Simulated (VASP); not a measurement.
Set up this calculation in VASP 6.6.1, as the native input.

- Task: single point
- Functional: PBEsol
- Potentials or basis: VASP PAW PBE potentials, release 64 (Na_pv, C)
- Cutoff: 520 eV
- k mesh: 9 × 9 × 1
- Occupations: gaussian, width 0.1 eV
- Spin: no spin polarisation
- Dipole correction: yes
- Further INCAR settings: ALGO = Normal; EDIFF = 1e-06; NBANDS = 20; NELMDL = -8

The structure of Na3C lies in POSCAR:

```
Na3C
1.0
    3.6090446020      0.0000000000      0.0000000000
   -1.2030148673      3.4026398823      0.0000000000
    0.0000000000      0.0000000000     24.8935451559
Na C
3 1
Direct
    0.5000000000      0.5000000000      0.3414539772
   -0.0669490361      0.0669490361      0.4529338180
    0.6637050557      0.3362949443      0.5516413381
    0.2990846218      0.7009153782      0.5017513061
```

One way to write it, as run:

INCAR

```
SYSTEM = Na3C
PREC     = Accurate       ! precision mode
ENCUT    = 520            ! plane-wave cutoff, eV
EDIFF    = 1E-6           ! SCF threshold, eV
ISMEAR   = 0              ! smearing method
SIGMA    = 0.1            ! smearing width, eV
LREAL    = .False.        ! projectors in reciprocal space
LASPH    = .True.         ! aspherical terms in the spheres
NELM     = 120            ! most SCF steps
ALGO     = Normal         ! electronic algorithm
ISIF     = 2              ! what is computed and relaxed
LWAVE    = .False.        ! write WAVECAR
LCHARG   = .False.        ! write CHGCAR
LDIPOL   = .True.       
IDIPOL   = 3            
DIPOL    = 0.5 0.5 0.462
GGA      = PS             ! functional
NBANDS   = 20             ! bands
GGA_COMPAT= .False.      
NELMDL   = -8
```

KPOINTS

```
Automatic mesh
0
Gamma
  9 9 1
  0 0 0
```

Potentials or basis: VASP PAW PBE potentials, release 64 (Na_pv, C).

Launch:

```sh
$ cat potpaw_PBE.64/Na_pv/POTCAR potpaw_PBE.64/C/POTCAR > POTCAR
$ mpirun -np 1 vasp_std > vasp.out
```

Results of the run:

```json
{
 "Largest force": "0.028 eV/Å",
 "Band gap on the k mesh": "zero (an odd number of electrons rules out a gap without spin polarisation)"
}
```

Caveat: the PAW data sets were made with another functional, which shifts forces and pressure a little.

It took 7.8 min on 1 thread of Intel Xeon 8259CL, on a shared host, peak memory 0.47 GiB.
